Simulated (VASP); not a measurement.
# NaF (Fm-3m) in VASP: G0W0 quasiparticle levels with r2SCAN

Aim: the G0W0 quasiparticle levels of NaF with r2SCAN.

Program: VASP 6.6.1. These are calculated values, not measurements. Logs are shortened: lines on timing, memory, paths and dates and some standing lists are left out, and cuts for length are marked.

## 1. The cell of the first run

Symmetry: Fm-3m, No. 225, cubic system. Conventional cell: a = 4.594 Å, b = 4.594 Å, c = 4.594 Å, α = 90.00°, β = 90.00°, γ = 90.00°. Within 3.0 Å of Na (site symmetry m-3m) lie 6 F at 2.30 Å. F (site symmetry m-3m) has 6 Na at 2.30 Å within 3.0 Å.

## 2. G0W0 quasiparticle levels, r2SCAN

The input, POSCAR:

```
NaF
1.0
    0.0000000000      2.2972417821      2.2972417821
    2.2972417821      0.0000000000      2.2972417821
    2.2972417821      2.2972417821      0.0000000000
Na F
1 1
Direct
    0.0000000000      0.0000000000      0.0000000000
    0.5000000000      0.5000000000      0.5000000000
```

The input, INCAR.step1:

```
SYSTEM = NaF
ALGO = Normal ; EDIFF = 1E-8
ENCUT = 500 ; ISMEAR = 0
LASPH = .True. ; LCHARG = .False.
LMIXTAU = .True. ; LREAL = .False.
LWAVE = .True. ; METAGGA = R2SCAN
NELM = 100 ; PREC = Accurate
SIGMA = 0.01
```

The input, INCAR.step2:

```
SYSTEM = NaF
ALGO = Exact ; EDIFF = 1E-8
ENCUT = 500 ; ISMEAR = 0
ISTART = 1 ; LASPH = .True.
LCHARG = .False. ; LMIXTAU = .True.
LOPTICS = .True. ; LREAL = .False.
LWAVE = .True. ; METAGGA = R2SCAN
NBANDS = 140 ; NELM = 1
PREC = Accurate ; SIGMA = 0.01
```

The input, INCAR.step3:

```
SYSTEM = NaF
ALGO = EVGW0 ; EDIFF = 1E-8
ENCUT = 500 ; ENCUTGW = 180.0
ISMEAR = 0 ; ISTART = 1
LASPH = .True. ; LCHARG = .False.
LMIXTAU = .True. ; LREAL = .False.
LWAVE = .False. ; METAGGA = R2SCAN
NBANDS = 140 ; NBANDSGW = 16
NELMGW = 1 ; NOMEGA = 96
OMEGAMAX = 20 ; PREC = Accurate
PRECFOCK = Fast ; SIGMA = 0.01
```

The input, KPOINTS:

```
k-points
0
Gamma
  6 6 6
  0 0 0
```

Potentials or basis: VASP PAW PBE potentials, release 64 (Na_sv_GW, F_GW).

Command:

```sh
> cat potpaw_PBE.64/Na_sv_GW/POTCAR potpaw_PBE.64/F_GW/POTCAR > POTCAR
> cp INCAR.step1 INCAR
> mpirun -np 1 vasp_std > vasp.out
> cp INCAR.step2 INCAR
> mpirun -np 1 vasp_std > vasp.out
> cp INCAR.step3 INCAR
> mpirun -np 1 vasp_std > vasp.out
```

OUTCAR:

```text
SYSTEM = NaF
   EDIFF = 1E-8
   ENCUT = 500
   ENCUTGW = 180.0
   ISMEAR = 0
   ISTART = 1
   LASPH = .True.
   LREAL = .False.
   METAGGA = R2SCAN
   NELMGW = 1
   PREC = Accurate
   PRECFOCK = Fast

 ion  position               nearest neighbor table
   1  0.000  0.000  0.000-   2 2.30   2 2.30   2 2.30   2 2.30   2 2.30   2 2.30
   2  0.500  0.500  0.500-   1 2.30   1 2.30   1 2.30   1 2.30   1 2.30   1 2.30

  LATTYP: Found a face centered cubic cell.
 ALAT       =     4.5944835642

  Lattice vectors:

 A1 = (   0.0000000000,   2.2972417821,   2.2972417821)
 A2 = (   2.2972417821,   0.0000000000,   2.2972417821)
 A3 = (   2.2972417821,   2.2972417821,   0.0000000000)

Analysis of symmetry for initial positions (statically):
=====================================================================
 Subroutine PRICEL returns:
 Original cell was already a primitive cell.

 Routine SETGRP: Setting up the symmetry group for a
 face centered cubic supercell.

 Subroutine GETGRP returns: Found 48 space group operations
 (whereof 48 operations were pure point group operations)
 out of a pool of 48 trial point group operations.

The static configuration has the point symmetry O_h .

Analysis of symmetry for dynamics (positions and initial velocities):
=====================================================================
 Subroutine PRICEL returns:
 Original cell was already a primitive cell.

 Routine SETGRP: Setting up the symmetry group for a
 face centered cubic supercell.

 Subroutine GETGRP returns: Found 48 space group operations
 (whereof 48 operations were pure point group operations)
 out of a pool of 48 trial point group operations.

The dynamic configuration has the point symmetry O_h .

 Subroutine INISYM returns: Found 48 space group operations
 (whereof 48 operations are pure point group operations),
 and found     1 'primitive' translations

----------------------------------------------------------------------------------------

                                     Primitive cell

  volume of cell :      24.2466

  direct lattice vectors                    reciprocal lattice vectors
     0.000000000  2.297241782  2.297241782    -0.217652318  0.217652318  0.217652318
     2.297241782  0.000000000  2.297241782     0.217652318 -0.217652318  0.217652318
     2.297241782  2.297241782  0.000000000     0.217652318  0.217652318 -0.217652318

  length of vectors
     3.248790484  3.248790484  3.248790484     0.376984874  0.376984874  0.376984874

  position of ions in fractional coordinates (direct lattice)
     0.000000000  0.000000000  0.000000000
     0.500000000  0.500000000  0.500000000

  ion indices of the primitive-cell ions
   primitive index   ion index
                 1           1
                 2           2

----------------------------------------------------------------------------------------

 KPOINTS: k-points

Automatic generation of k-mesh.
 Grid dimensions read from file:
 generate k-points for:    6    6    6

 Generating k-lattice:

  Cartesian coordinates                     Fractional coordinates (reciprocal lattice)
    -0.036275386  0.036275386  0.036275386     0.166666667  0.000000000  0.000000000
     0.036275386 -0.036275386  0.036275386     0.000000000  0.166666667  0.000000000
     0.036275386  0.036275386 -0.036275386     0.000000000  0.000000000  0.166666667

  Length of vectors
     0.062830812  0.062830812  0.062830812

  Shift w.r.t. Gamma in fractional coordinates (k-lattice)
     0.000000000  0.000000000  0.000000000

 Subroutine IBZKPT returns following result:
 ===========================================

 Found     16 irreducible k-points:

 Following reciprocal coordinates:
            Coordinates               Weight
  0.000000  0.000000  0.000000      1.000000
  0.166667  0.000000  0.000000      8.000000
  0.333333  0.000000  0.000000      8.000000
  0.500000  0.000000  0.000000      4.000000
  0.166667  0.166667  0.000000      6.000000
  0.333333  0.166667  0.000000     24.000000
[... 8 lines left out ...]
 -0.333333  0.333333  0.166667     24.000000
 -0.333333  0.500000  0.166667     12.000000
   k-points           NKPTS =     16   k-points in BZ     NKDIM =    216   number of bands    NBANDS=    140
   number of dos      NEDOS =    301   number of ions     NIONS =      2
   total plane-waves  NPLWV =  13824
   dimension x,y,z NGX =    24 NGY =   24 NGZ =   24
   dimension x,y,z NGXF=    48 NGYF=   48 NGZF=   48
   ions per type =               1   1
   NGX,Y,Z   is equivalent  to a cutoff of  12.28, 12.28, 12.28 a.u.
   NGXF,Y,Z  is equivalent  to a cutoff of  24.56, 24.56, 24.56 a.u.
 SYSTEM =  NaF
   PREC   = accura    normal or accurate (medium, high low for compatibility)
   ISTART =      1    job   : 0-new  1-cont  2-samecut
   ICHARG =      0    charge: 1-file 2-atom 10-const
   ISPIN  =      1    spin polarized calculation?
   LNONCOLLINEAR =      F non collinear calculations
   LSORBIT =      F    spin-orbit coupling
   LASPH  =      T    aspherical Exc in radial PAW
   ENCUT  =  500.0 eV  36.75 Ry    6.06 a.u.   5.92  5.92  5.92*2*pi/ulx,y,z
   NELM   =     60;   NELMIN=  2; NELMDL=  0     # of ELM steps
   EDIFF  = 0.1E-07   stopping-criterion for ELM
   LREAL  =      F    real-space projection
   EDIFFG = 0.1E-06   stopping-criterion for IOM
   NSW    =      0    number of steps for IOM
   IBRION =     -1    ionic relax: 0-MD 1-quasi-New 2-CG
   NFREE  =      0    steps in history (QN), initial steepest desc. (CG)
   ISIF   =      0    stress and relaxation
   ISYM   =      3    0-nonsym 1-usesym 2-fastsym
   POTIM  = 0.5000    time-step for ionic-motion
   TEBEG  =    0.0;   TEEND  =   0.0 temperature during run
   PSTRESS=    0.0 pullay stress
   NELECT =      16.0000    total number of electrons
   NUPDOWN=      -1.0000    fix difference up-down
   EMIN   =  10.00;   EMAX   =-10.00  energy-range for DOS
   EFERMI =   0.00;   METHOD = LEGACY
   ISMEAR =     0;   SIGMA  =   0.01  broadening in eV -4-tet -1-fermi 0-gaus
   EFERMI_NEDOS =   21; number of points for ismear=-14 and -15
   IALGO  =     38    algorithm
   IMIX   =      4    mixing-type and parameters
     AMIX     =   0.40;   BMIX     =  1.00
     AMIX_MAG =   1.60;   BMIX_MAG =  1.00
  volume/ion in A,a.u.               =      12.12        81.81
  Fermi-wavevector in a.u.,A,eV,Ry     =   1.425273  2.693376 27.638925  2.031404
  Thomas-Fermi vector in A             =   2.545675
   LORBIT       =      0    0 simple, 1 ext, 2 COOP (PROOUT), +10 PAW based schemes
   METAGGA = R2SCAN    functional components
   LHFCALC =     T    Hartree Fock is set to
   PRECFOCK=fast      Normal, Fast or Accurate (Low or Medium for compatibility)
   ENCUT4O =  -1.0   cutoff for four orbital integrals eV
   NKREDX  =     1    reduce k-point grid by
   NKREDY  =     1    reduce k-point grid by
   NKREDZ  =     1    reduce k-point grid by
   AEXX    =    1.0000 exact exchange contribution
   HFSCREEN=    0.0000 screening length (either q_TF or 0.3 A-1)
   HFSCREENC=   0.0000 screening length for correlation (either q_TF or 0.3 A-1)
   ENCUTFOCK=  -1.0 apply spherical cutoff to Coloumb kernel
   IVDW    =     0    specifies the selected vdW correction
   LEPSILON=     F    determine dielectric tensor
   LRPA    =     F    only Hartree local field effects (RPA)
   LRPAFORCE           =     F    calculate RPA forces
   ENCUTGW             = 180.0    cutoff for response function in eV
   ENCUTGWSOFT         = 144.0    soft cutoff for Coulomb kernel in GW response function in eV
   ENCUTLF             =  -1.0    cutoff for local field effects
   NELMGW              =     1    number of iterations in solving QP/BSE equation
   NELMHF              =     1    number of iterations in the inner HF iteration
   NKREDLFX            =     1    NKREDLFY  =   1   NKREDLFZ  =   1
 non-spin polarized calculation
 Gauss-broadening in eV      SIGMA  =   0.01
  energy-cutoff  :      500.00
  volume of cell :       24.25
 maximum number of plane-waves:       636
  NGX = 14; NGY = 14; NGZ = 14
   NGX = 11   NGY = 11   NGZ = 11
 maximum number of plane-waves:       138

 QP shifts <psi_nk| G(iteration)W_0 |psi_nk>: iteration 1
 for sc-GW calculations column KS-energies equals QP-energies in previous step
 and V_xc(KS)=  KS-energies - (<T + V_ion + V_H > + <T+V_H+V_ion>^1  + <V_x>^1)

 k-point   1 :       0.0000    0.0000    0.0000
  band No.  KS-energies  QP-energies   sigma(KS)   V_xc(KS)     V^pw_x(r,r')   Z            occupation Imag(sigma)

      1     -51.3313     -58.8780     -41.4097     -32.1732     -49.2810       0.8171       2.0000       0.2067
      2     -22.6921     -25.5989     -28.6595     -24.7051     -36.9305       0.7350       2.0000       0.7510
      3     -21.7316     -27.2219     -36.2051     -29.8030     -41.5609       0.8576       2.0000       0.0388
      4     -21.7316     -27.2219     -36.2051     -29.8030     -41.5609       0.8576       2.0000       0.0388
      5     -21.7316     -27.2219     -36.2051     -29.8030     -41.5609       0.8576       2.0000       0.0388
      6      -2.3622      -4.6790     -25.9803     -23.1364     -30.2318       0.8147       2.0000       0.0416
[... 8 lines left out ...]
     15      23.4931      24.8309      -6.1394      -7.6475      -2.7732       0.8871       0.0000      -0.0865
     16      26.7921      28.4953      -8.2690     -10.1998      -4.3863       0.8822       0.0000      -0.3056

 k-point   2 :       0.1667    0.0000    0.0000
  band No.  KS-energies  QP-energies   sigma(KS)   V_xc(KS)     V^pw_x(r,r')   Z            occupation Imag(sigma)

      1     -51.3280     -58.8778     -41.4161     -32.1797     -49.2878       0.8174       2.0000       0.2056
      2     -22.8115     -26.0347     -29.4908     -25.1786     -37.3706       0.7475       2.0000       0.6587
      3     -21.7346     -27.2232     -36.1975     -29.7967     -41.5529       0.8575       2.0000       0.0378
      4     -21.7346     -27.2232     -36.1975     -29.7967     -41.5529       0.8575       2.0000       0.0378
      5     -21.5766     -26.6203     -35.4125     -29.3754     -41.1560       0.8355       2.0000       0.1244
      6      -2.8558      -5.2679     -24.9044     -21.9399     -29.0002       0.8137       2.0000       0.0399
[... 8 lines left out ...]
     15      23.2462      24.4737      -5.6034      -6.9829      -1.9680       0.8899       0.0000      -0.3605
     16      26.8712      28.4957      -6.5498      -8.3527      -2.8409       0.9011       0.0000      -0.3604

 k-point   3 :       0.3333    0.0000    0.0000
  band No.  KS-energies  QP-energies   sigma(KS)   V_xc(KS)     V^pw_x(r,r')   Z            occupation Imag(sigma)

      1     -51.3213     -58.8786     -41.4287     -32.1928     -49.3011       0.8182       2.0000       0.2038
      2     -22.9869     -26.5313     -30.2392     -25.5813     -37.7471       0.7609       2.0000       0.5706
      3     -21.7402     -27.2288     -36.1837     -29.7845     -41.5385       0.8577       2.0000       0.0358
      4     -21.7402     -27.2288     -36.1837     -29.7845     -41.5385       0.8577       2.0000       0.0358
      5     -21.3302     -25.9751     -34.7418     -29.0691     -40.8515       0.8188       2.0000       0.2014
      6      -3.6595      -6.2439     -23.6715     -20.4949     -27.6521       0.8136       2.0000       0.0397
[... 234 lines left out ...]
      1     -51.3150     -58.8830     -41.4404     -32.2052     -49.3137       0.8195       2.0000       0.2023
      2     -22.8007     -26.2843     -30.3653     -25.7583     -37.9042       0.7562       2.0000       0.5575
      3     -21.8092     -27.2932     -36.0282     -29.6168     -41.3633       0.8553       2.0000       0.0435
      4     -21.7866     -27.2616     -36.0595     -29.6582     -41.4098       0.8553       2.0000       0.0427
      5     -21.4332     -26.1259     -34.7522     -29.0314     -40.8215       0.8203       2.0000       0.1916
      6      -3.5215      -6.1144     -24.1076     -20.9178     -28.1668       0.8128       2.0000       0.0406
[... 8 lines left out ...]
     15      27.7302      29.4678      -7.4893      -9.4267      -3.8157       0.8969       0.0000      -0.2650
     16      28.3038      30.2047      -7.8877      -9.9651      -4.1032       0.9151       0.0000      -0.3598

 k-point  16 :      -0.3333    0.5000    0.1667
  band No.  KS-energies  QP-energies   sigma(KS)   V_xc(KS)     V^pw_x(r,r')   Z            occupation Imag(sigma)

      1     -51.3139     -58.8852     -41.4418     -32.2071     -49.3153       0.8199       2.0000       0.2021
      2     -22.6369     -25.9351     -30.0598     -25.6539     -37.8051       0.7486       2.0000       0.5922
      3     -21.8534     -27.3388     -35.9278     -29.5068     -41.2502       0.8543       2.0000       0.0479
      4     -21.8085     -27.2932     -36.0343     -29.6208     -41.3697       0.8552       2.0000       0.0444
      5     -21.5612     -26.4567     -35.1052     -29.1960     -40.9841       0.8284       2.0000       0.1503
      6      -3.4553      -6.0595     -24.3111     -21.1079     -28.4016       0.8130       2.0000       0.0401
[... 8 lines left out ...]
     15      25.6885      27.5646      -7.8518      -9.9532      -4.1812       0.8928       0.0000      -0.2755
     16      28.2512      30.0051      -7.5383      -9.4855      -3.8556       0.9007       0.0000      -0.2513
```

Run time: 4.6 min. Hardware: 1 thread of Intel Xeon 6975P-C (Granite Rapids), shared host; peak memory 0.62 GiB.

What came out:

```
Quasiparticle gap                                   : 11.11 eV
Least direct quasiparticle gap                      : 11.11 eV
Band gap of the starting levels on the mesh         : 7.06 eV
Least direct gap of the starting levels on the mesh : 7.06 eV
```

Caveat: the k points lie up to 0.39 Å⁻¹ apart; bands, screening cutoff and mesh are small and nothing is extrapolated, so the quasiparticle values aren't converged.
